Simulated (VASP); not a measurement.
## Ti4Se: relaxation of cell and atoms with PBE

Crystal: Ti4Se.

```
Ti Se
1.0
     0.00000    3.58284    3.58284
     3.58284    0.00000    3.58284
     3.58284    3.58284    0.00000
Ti Se
4 1
Direct
  0.63146 0.63146 0.63146
  0.63146 0.63146 0.10561
  0.63146 0.10561 0.63146
  0.10561 0.63146 0.63146
  0.00000 0.00000 0.00000
```

- Program: VASP 6.6.1
- Task: relaxation of cell and atoms
- Functional: PBE
- Potentials or basis: VASP PAW PBE potentials, release 64 (Ti_sv, Se)
- Cutoff: 600 eV
- k mesh: 4 × 4 × 4
- Occupations: gaussian, width 0.1 eV
- Spin: collinear spin, ferromagnetic start
- Starting moments: [1.0, 1.0, 1.0, 1.0, 0.0] μB
- Dipole correction: no
- Further INCAR settings: ALGO = Normal; EDIFF = 1e-06; IBRION = 2; EDIFFG = -0.04; NSW = 90; ISIF = 3

- Relaxed volume: 20.59 Å³/atom
- Relaxed cell: a = 5.261 Å, b = 5.261 Å, c = 5.261 Å, α = 60.00°, β = 60.00°, γ = 60.00°
- Space group after relaxing (to 0.05 Å): F-43m (No. 216)
- Energy gained by relaxing: 124.7 meV/atom
- Ionic steps: 6
- Pressure after relaxing: 0.2 GPa
- Largest force after relaxing: 0.036 eV/Å
- Band gap on the k mesh: zero (filled and empty bands overlap)
- Net moment: 0.00 μB per cell
- Valence electrons inside the program's atomic spheres: Ti 10.44; Se 3.71

Forces in eV/Å, atoms in the order of the input:
```
Ti  -0.021 -0.021 -0.021
Ti   0.021  0.021 -0.021
Ti   0.021 -0.021  0.021
Ti  -0.021  0.021  0.021
Se   0.000  0.000  0.000
```

The path:
```
step  energy change (eV)  largest force (eV/Å)  pressure (GPa)  volume (Å³)
   1              0.0000                1.9931            9.27        91.98
   2             -0.6018                0.0948           -1.82       106.90
   3             -0.6190                0.1390           -0.59       104.43
   4             -0.6189                0.1660           -0.44       104.17
   5             -0.6233                0.0662            0.03       103.23
   6             -0.6236                0.0359            0.16       102.95
```

Final structure:
```cif
data_structure
_symmetry_space_group_name_H-M 'P 1'
_symmetry_Int_Tables_number 1
_cell_length_a 5.2608
_cell_length_b 5.2608
_cell_length_c 5.2608
_cell_angle_alpha 60.000
_cell_angle_beta 60.000
_cell_angle_gamma 60.000
_cell_volume 102.95
loop_
_atom_site_label
_atom_site_type_symbol
_atom_site_fract_x
_atom_site_fract_y
_atom_site_fract_z
_atom_site_occupancy
Ti1 Ti 0.62431 0.62431 0.62431 1
Ti2 Ti 0.62431 0.62431 0.12706 1
Ti3 Ti 0.62431 0.12706 0.62431 1
Ti4 Ti 0.12706 0.62431 0.62431 1
Se1 Se 0.00000 0.00000 0.00000 1
```

Levels at points of the mesh, in eV from the Fermi level:
Spin up:
| k point | band 23 | band 24 | band 25 | band 26 | band 27 | band 28 | band 29 | band 30 | band 31 | band 32 |
| --- | --- | --- | --- | --- | --- | --- | --- | --- | --- | --- |
| (0.00, 0.00, 0.00) | -1.77 | -1.77 | -1.73 | -0.58 | -0.58 | 0.39 | 0.39 | 0.39 | 2.54 | 2.54 |
| (0.50, 0.00, 0.00) | -1.16 | -1.16 | -0.35 | -0.13 | -0.13 | 0.26 | 0.56 | 0.60 | 0.60 | 0.81 |
| (0.50, 0.50, 0.00) | -0.78 | -0.61 | -0.56 | -0.56 | -0.27 | 0.24 | 0.65 | 0.70 | 0.70 | 0.91 |
Spin down:
```csv
k point,band 25,band 26,band 27,band 28,band 29,band 30
"(0.00, 0.00, 0.00)",-1.73,-0.58,-0.58,0.39,0.39,0.39
"(0.50, 0.00, 0.00)",-0.35,-0.13,-0.13,0.26,0.56,0.60
"(0.50, 0.50, 0.00)",-0.56,-0.56,-0.27,0.24,0.65,0.70
```

It took 5.1 min on 1 thread of AMD EPYC 7R13 Processor (Zen 3) (shared host), peak memory 0.28 GiB.

Caveat: the k points lie up to 0.37 Å⁻¹ apart in the final cell.
